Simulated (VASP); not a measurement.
# Si2C3 (P-3m1) in VASP: single point with PBE

Aim: the single point of Si2C3 with PBE.

Program: VASP 6.6.1. These are calculated values, not measurements. Logs are shortened: lines on timing, memory, paths and dates and some standing lists are left out, and cuts for length are marked.

## (1) The cell of the first run

The structure is trigonal, space group P-3m1 (No. 164). Conventional cell: a = 3.062 Å, b = 3.062 Å, c = 6.232 Å, α = 90.00°, β = 90.00°, γ = 120.00°. Within 2.5 Å of Si (site symmetry 3m) lie 6 C at 1.86 to 2.30 Å. C (site symmetry 3m) has 3 Si at 1.86 Å within 2.5 Å. C (site symmetry -3m) has 6 Si at 2.30 Å and 6 C at 2.70 Å within 3.0 Å.

## (2) Single point, PBE

Contents of INCAR:

```
PREC = Accurate
ENCUT = 600
EDIFF = 1E-6
ISMEAR = 0
SIGMA = 0.2
LREAL = False
LASPH = True
NELM = 120
ALGO = Normal
ISIF = 2
LWAVE = False
LCHARG = True
GGA = PE
LELF = True
LVHAR = True
NBANDS = 18
GGA_COMPAT = False
```

Contents of KPOINTS:

```
regular mesh
0
Gamma
  6 6 3
```

Contents of POSCAR:

```
Si2C3
1.0
    3.0620319832     -0.0000000027      0.0000000000
   -1.5310159893      2.6517974860      0.0000000000
    0.0000000000      0.0000000000      6.2322613542
Si C
2 3
Direct
    0.3333333333      0.6666666667      0.2362685414
    0.6666666667      0.3333333333      0.7637314586
    0.6666666667      0.3333333333      0.3267683426
    0.3333333333      0.6666666667      0.6732316574
    0.0000000000      0.0000000000      0.0000000000
```

Potentials or basis: VASP PAW PBE potentials, release 64 (Si, C).

The run is started by

```bash
cat potpaw_PBE.64/Si/POTCAR potpaw_PBE.64/C/POTCAR > POTCAR
mpirun -np 1 vasp_std > vasp.out
```

OUTCAR:

```text
PREC = Accurate
   ENCUT = 600
   EDIFF = 1E-6
   ISMEAR = 0
   LREAL = False
   LASPH = True
   NELM = 120
   ISIF = 2
   GGA = PE

 ion  position               nearest neighbor table
   1  0.333  0.667  0.236-   3 1.86   3 1.86   3 1.86   5 2.30   5 2.30   5 2.30
   2  0.667  0.333  0.764-   4 1.86   4 1.86   4 1.86   5 2.30   5 2.30   5 2.30
   3  0.667  0.333  0.327-   1 1.86   1 1.86   1 1.86
   4  0.333  0.667  0.673-   2 1.86   2 1.86   2 1.86
   5  0.000  0.000  0.000-   1 2.30   2 2.30   2 2.30   1 2.30   2 2.30   1 2.30

  LATTYP: Found a hexagonal cell.
 ALAT       =     3.0620319832
 C/A-ratio  =     2.0353351593

  Lattice vectors:

 A1 = (   3.0620319832,  -0.0000000027,   0.0000000000)
 A2 = (  -1.5310159893,   2.6517974860,   0.0000000000)
 A3 = (   0.0000000000,   0.0000000000,   6.2322613542)

Analysis of symmetry for initial positions (statically):
=====================================================================
 Subroutine PRICEL returns:
 Original cell was already a primitive cell.

 Routine SETGRP: Setting up the symmetry group for a
 hexagonal supercell.

 Subroutine GETGRP returns: Found 12 space group operations
 (whereof 12 operations were pure point group operations)
 out of a pool of 24 trial point group operations.

The static configuration has the point symmetry D_3d.

Analysis of symmetry for dynamics (positions and initial velocities):
=====================================================================
 Subroutine PRICEL returns:
 Original cell was already a primitive cell.

 Routine SETGRP: Setting up the symmetry group for a
 hexagonal supercell.

 Subroutine GETGRP returns: Found 12 space group operations
 (whereof 12 operations were pure point group operations)
 out of a pool of 24 trial point group operations.

The dynamic configuration has the point symmetry D_3d.

 Subroutine INISYM returns: Found 12 space group operations
 (whereof 12 operations are pure point group operations),
 and found     1 'primitive' translations

----------------------------------------------------------------------------------------

                                     Primitive cell

  volume of cell :      50.6053

  direct lattice vectors                    reciprocal lattice vectors
     3.062031983 -0.000000003  0.000000000     0.326580521  0.188551351  0.000000000
    -1.531015989  2.651797486  0.000000000     0.000000000  0.377102703  0.000000000
     0.000000000  0.000000000  6.232261354     0.000000000  0.000000000  0.160455402

  length of vectors
     3.062031983  3.062031983  6.232261354     0.377102703  0.377102703  0.160455402

  position of ions in fractional coordinates (direct lattice)
     0.333333333  0.666666667  0.236268541
     0.666666667  0.333333333  0.763731459
     0.666666667  0.333333333  0.326768343
     0.333333333  0.666666667  0.673231657
     0.000000000  0.000000000  0.000000000

  ion indices of the primitive-cell ions
   primitive index   ion index
                 1           1
                 2           2
                 3           3
                 4           4
                 5           5

----------------------------------------------------------------------------------------

 KPOINTS: regular mesh

Automatic generation of k-mesh.
 Grid dimensions read from file:
 generate k-points for:    6    6    3

 Generating k-lattice:

  Cartesian coordinates                     Fractional coordinates (reciprocal lattice)
     0.054430087  0.031425225  0.000000000     0.166666667  0.000000000  0.000000000
     0.000000000  0.062850451  0.000000000     0.000000000  0.166666667  0.000000000
     0.000000000  0.000000000  0.053485134     0.000000000  0.000000000  0.333333333

  Length of vectors
     0.062850451  0.062850451  0.053485134

  Shift w.r.t. Gamma in fractional coordinates (k-lattice)
     0.000000000  0.000000000  0.000000000

 Subroutine IBZKPT returns following result:
 ===========================================

 Found     17 irreducible k-points:

 Following reciprocal coordinates:
            Coordinates               Weight
  0.000000  0.000000  0.000000      1.000000
  0.166667 -0.000000  0.000000      6.000000
  0.333333  0.000000  0.000000      6.000000
  0.500000  0.000000  0.000000      3.000000
  0.166667  0.166667  0.000000      6.000000
  0.333333  0.166667  0.000000     12.000000
[... 9 lines left out ...]
 -0.166667  0.500000  0.333333     12.000000
  0.333333  0.333333  0.333333      4.000000
   k-points           NKPTS =     17   k-points in BZ     NKDIM =     17   number of bands    NBANDS=     18
   number of dos      NEDOS =    301   number of ions     NIONS =      5
   total plane-waves  NPLWV =  28800
   dimension x,y,z NGX =    24 NGY =   24 NGZ =   50
   dimension x,y,z NGXF=    48 NGYF=   48 NGZF=  100
   ions per type =               2   3
   NGX,Y,Z   is equivalent  to a cutoff of  13.03, 13.03, 13.34 a.u.
   NGXF,Y,Z  is equivalent  to a cutoff of  26.06, 26.06, 26.68 a.u.
 SYSTEM =  unknown system
   PREC   = accura    normal or accurate (medium, high low for compatibility)
   ISTART =      0    job   : 0-new  1-cont  2-samecut
   ICHARG =      2    charge: 1-file 2-atom 10-const
   ISPIN  =      1    spin polarized calculation?
   LNONCOLLINEAR =      F non collinear calculations
   LSORBIT =      F    spin-orbit coupling
   LASPH  =      T    aspherical Exc in radial PAW
   ENCUT  =  600.0 eV  44.10 Ry    6.64 a.u.   6.12  6.12 12.45*2*pi/ulx,y,z
   NELM   =    120;   NELMIN=  2; NELMDL= -5     # of ELM steps
   EDIFF  = 0.1E-05   stopping-criterion for ELM
   LREAL  =      F    real-space projection
   EDIFFG = 0.1E-04   stopping-criterion for IOM
   NSW    =      0    number of steps for IOM
   IBRION =     -1    ionic relax: 0-MD 1-quasi-New 2-CG
   NFREE  =      0    steps in history (QN), initial steepest desc. (CG)
   ISIF   =      2    stress and relaxation
   ISYM   =      2    0-nonsym 1-usesym 2-fastsym
   POTIM  = 0.5000    time-step for ionic-motion
   TEBEG  =    0.0;   TEEND  =   0.0 temperature during run
   PSTRESS=    0.0 pullay stress
   NELECT =      20.0000    total number of electrons
   NUPDOWN=      -1.0000    fix difference up-down
   EMIN   =  10.00;   EMAX   =-10.00  energy-range for DOS
   EFERMI =   0.00;   METHOD = LEGACY
   ISMEAR =     0;   SIGMA  =   0.20  broadening in eV -4-tet -1-fermi 0-gaus
   EFERMI_NEDOS =   21; number of points for ismear=-14 and -15
   IALGO  =     38    algorithm
   IMIX   =      4    mixing-type and parameters
     AMIX     =   0.40;   BMIX     =  1.00
     AMIX_MAG =   1.60;   BMIX_MAG =  1.00
  volume/ion in A,a.u.               =      10.12        68.30
  Fermi-wavevector in a.u.,A,eV,Ry     =   1.201396  2.270310 19.638007  1.443353
  Thomas-Fermi vector in A             =   2.337206
   LORBIT       =      0    0 simple, 1 ext, 2 COOP (PROOUT), +10 PAW based schemes
   GGA     = PE    functional components
   LHFCALC =     F    Hartree Fock is set to
   AEXX    =    0.0000 exact exchange contribution
   IVDW    =     0    specifies the selected vdW correction
   LEPSILON=     F    determine dielectric tensor
   LRPA    =     F    only Hartree local field effects (RPA)
 non-spin polarized calculation
 Gauss-broadening in eV      SIGMA  =   0.20
  energy-cutoff  :      600.00
  volume of cell :       50.61
 maximum number of plane-waves:      1708
   NGX = 13   NGY = 13   NGZ = 25

 number of electron      19.9999999 magnetization

 Free energy of the ion-electron system (eV)
  ---------------------------------------------------
  ext. energy  EPLUGINS =         0.00000000
  ---------------------------------------------------
  free energy    TOTEN  =       -31.71394274 eV

  energy without entropy =      -31.67495670  energy(sigma->0) =      -31.69444972

 E-fermi :   7.6412     XC(G=0): -11.4470

 val. band max:        7.5997712173   @ k =   0.0000   0.0000   0.3333
 cond. band min:       7.6668455389   @ k =   0.0000   0.3333   0.3333
 fundamental gap:      0.0670743216
 Fermi energy:         7.6412429751

 k-point     1 :       0.0000    0.0000    0.0000
  band No.  band energies     occupation
      1      -8.2676      2.00000
      2      -6.1786      2.00000
      3      -3.4658      2.00000
      4       4.2351      2.00000
      5       5.0421      2.00000
      6       6.2525      2.00000
[... 10 lines left out ...]
     17      15.4455      0.00000
     18      16.1072      0.00000

 k-point     2 :       0.1667   -0.0000    0.0000
  band No.  band energies     occupation
      1      -7.7682      2.00000
      2      -5.7062      2.00000
      3      -3.0699      2.00000
      4       3.5103      2.00000
      5       4.2527      2.00000
      6       5.2497      2.00000
[... 10 lines left out ...]
     17      16.3470      0.00000
     18      16.5388      0.00000

 k-point     3 :       0.3333    0.0000    0.0000
  band No.  band energies     occupation
      1      -6.3105      2.00000
      2      -4.3918      2.00000
      3      -2.2352      2.00000
      4       0.4900      2.00000
      5       1.7384      2.00000
      6       3.6874      2.00000
[... 10 lines left out ...]
     17      17.5291      0.00000
     18      18.1512      0.00000

 k-point     4 :       0.5000    0.0000    0.0000
  band No.  band energies     occupation
      1      -4.3097      2.00000
      2      -4.0137      2.00000
      3      -2.4590      2.00000
      4      -0.7070      2.00000
      5       0.8407      2.00000
      6       1.7298      2.00000
[... 228 lines left out ...]
      4      -0.0763      2.00000
      5       1.0265      2.00000
      6       2.3666      2.00000
[... 10 lines left out ...]
     17      18.1439      0.00000
     18      18.5900      0.00000

 k-point    16 :      -0.1667    0.5000    0.3333
  band No.  band energies     occupation
      1      -4.6564      2.00000
      2      -4.0026      2.00000
      3      -1.8786      2.00000
      4      -0.5999      2.00000
      5       1.2009      2.00000
      6       2.4520      2.00000
[... 10 lines left out ...]
     17      17.8182      0.00000
     18      19.2226      0.00000

 k-point    17 :       0.3333    0.3333    0.3333
  band No.  band energies     occupation
      1      -3.1895      2.00000
      2      -3.1895      2.00000
      3      -2.5211      2.00000
      4      -0.3599      2.00000
      5      -0.3599      2.00000
      6       0.8446      2.00000
[... 10 lines left out ...]
     17      17.7680      0.00000
     18      18.2273      0.00000

------------------------ aborting loop because EDIFF is reached ----------------------------------------

  FORCE on cell =-STRESS in cart. coord.  units (eV):
  Direction    XX          YY          ZZ          XY          YZ          ZX
  --------------------------------------------------------------------------------------
  -------------------------------------------------------------------------------------
  Total       -0.1800719     -0.1800719     -0.1807313      0.0000000      0.0000000     -0.0000000
  in kB       -5.7011268     -5.7011268     -5.7220063      0.0000000      0.0000000     -0.0000000
  external PRESSURE =      -5.7080867 kB  Pullay stress =       0.0000000 kB

 VOLUME and BASIS-vectors are now :
 -----------------------------------------------------------------------------
  energy-cutoff  :      600.00
  volume of cell :       50.61
      direct lattice vectors                 reciprocal lattice vectors
     3.062031983 -0.000000003  0.000000000     0.326580521  0.188551351  0.000000000
    -1.531015989  2.651797486  0.000000000     0.000000000  0.377102703  0.000000000
     0.000000000  0.000000000  6.232261354     0.000000000  0.000000000  0.160455402

 POSITION                                       TOTAL-FORCE (eV/Angst)
 -----------------------------------------------------------------------------------
      0.00000      1.76786      1.47249         0.000000     -0.000000      0.036450
      1.53102      0.88393      4.75977         0.000000      0.000000     -0.036450
      1.53102      0.88393      2.03651         0.000000     -0.000000     -0.024785
      0.00000      1.76786      4.19576        -0.000000      0.000000      0.024785
      0.00000      0.00000      0.00000         0.000000      0.000000      0.000000
 -----------------------------------------------------------------------------------
    total drift:                               -0.000000     -0.000000      0.000000

  FREE ENERGIE OF THE ION-ELECTRON SYSTEM (eV)
  ---------------------------------------------------
  free  energy   TOTEN  =       -31.7139427445 eV

  energy  without entropy=      -31.6749566990  energy(sigma->0) =      -31.69444972
```

Wall time 14 s (1 thread of Intel Xeon Platinum 8375C at 2.90GHz (Ice Lake), shared host); peak memory 0.16 GiB.

Results:

- Free energy: -31.7139 eV
- Pressure: -0.6 GPa
- Largest force: 0.036 eV/Å
- Band gap on the k mesh: zero (band 10 reaches 8.53 eV, above the bottom of band 11 at 7.25 eV)

Forces in eV/Å, atoms in the order of the input:
```
Si   0.000  0.000  0.036
Si   0.000  0.000 -0.036
C    0.000  0.000 -0.025
C    0.000  0.000  0.025
C    0.000  0.000  0.000
```

Levels at points of the mesh, in eV from the Fermi level:
```
           k point  band 8  band 9  band 10  band 11  band 12  band 13
(0.00, 0.00, 0.00)   -0.91   -0.91     0.62     0.62     3.22     5.79
(0.50, 0.00, 0.00)   -2.33   -0.77     0.21     0.25     0.34     1.41
```

Caveat: the k points lie up to 0.39 Å⁻¹ apart.
